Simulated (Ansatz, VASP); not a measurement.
## One calculation of Be, two programs

Contents of POSCAR:

```
Be
1.0
    3.6506991543      0.0000000000      0.0000000000
    0.0000000000      3.6506991543      0.0000000000
    0.0000000000      0.0000000000      2.2227596477
Be
4
Direct
    0.2974080000      0.2974080000      0.0000000000
    0.7025920000      0.7025920000      0.0000000000
    0.2025920000      0.7974080000      0.5000000000
    0.7974080000      0.2025920000      0.5000000000
```

The input INCAR.step1:

```
SYSTEM = Be
  PREC = Accurate
  ENCUT = 660
  ISMEAR = -1
  SIGMA = 0.15
  LREAL = .False.
  LASPH = .True.
  NELM = 120
  NBANDS = 12
  GGA = PE
  ALGO = Normal
  EDIFF = 1E-5
  LWAVE = .True.
  LCHARG = .False.
  GGA_COMPAT = .False.
```

The input INCAR.step2:

```
SYSTEM = Be
  PREC = Accurate
  ENCUT = 660
  EDIFF = 1E-6
  ISMEAR = -1
  SIGMA = 0.15
  LREAL = .False.
  LASPH = .True.
  NELM = 120
  ALGO = Normal
  ISIF = 2
  LWAVE = .False.
  LCHARG = .False.
  METAGGA = R2SCAN
  LMIXTAU = .True.
  NBANDS = 12
  ISTART = 1
  GGA_COMPAT = .False.
```

The input KPOINTS:

```
Automatic mesh
0
Gamma
  6 6 10
  0 0 0
```

Input for Ansatz:

```yaml
crystal:
  lattice:
    - [3.6506991543120066, 0.0, 0.0]
    - [0.0, 3.6506991543120066, 0.0]
    - [0.0, 0.0, 2.2227596477297498]
  atoms:
    - { symbol: Be, position: [0.297408, 0.297408, 0.0] }
    - { symbol: Be, position: [0.702592, 0.702592, 0.0] }
    - { symbol: Be, position: [0.202592, 0.797408, 0.5] }
    - { symbol: Be, position: [0.797408, 0.202592, 0.5] }
kpoints:
  mp_grid:
    grid: [6, 6, 10]
hamiltonian:
  xc: r2scan
  pseudopotentials:
    kind: nc
scf:
  max_iter: 80
  n_extra_bands: 2
  convergence:
    dr2_threshold: 1.0e-06
  mixing:
    algorithm: anderson
    beta: 0.2
  occupations:
    method: fermi_dirac
    width: 0.15
output:
  stress: true
```

Alike in both runs: task single point; functional r2SCAN; k mesh 6 × 6 × 10; occupations fermi-dirac, width 0.15 eV; no spin polarisation.

|  | VASP | Ansatz |
| --- | --- | --- |
| version | VASP 6.6.1 | Ansatz 0.2.0 |
| potentials or method | VASP PAW PBE potentials, release 64 (Be) | plane waves, norm-conserving potentials |
| plane-wave cutoff (eV) | 660 | 1520 |
| valence electrons in the cell | 8 | 16 |

|  | VASP | Ansatz | Ansatz less VASP |
| --- | --- | --- | --- |
| gap on the k mesh at the Fermi level (eV) | none | none | - |
| pressure (GPa) | 11.1 | 11.0 | -0.06 |
| traceless stress, the component that is largest in VASP (GPa) | 1.95 | 1.97 | +0.022 |

VASP's potentials were made for PBE, not for r2SCAN. A gap of «none» marks a metal or a gap that the smearing closes. The functional is the same, so the differences come from potentials, cutoffs and numerics. VASP's potentials hold 8 valence electrons a cell and Ansatz's 16, so a difference there can come from the potentials and not from the codes. Ansatz's warnings: stress scf threshold loose.
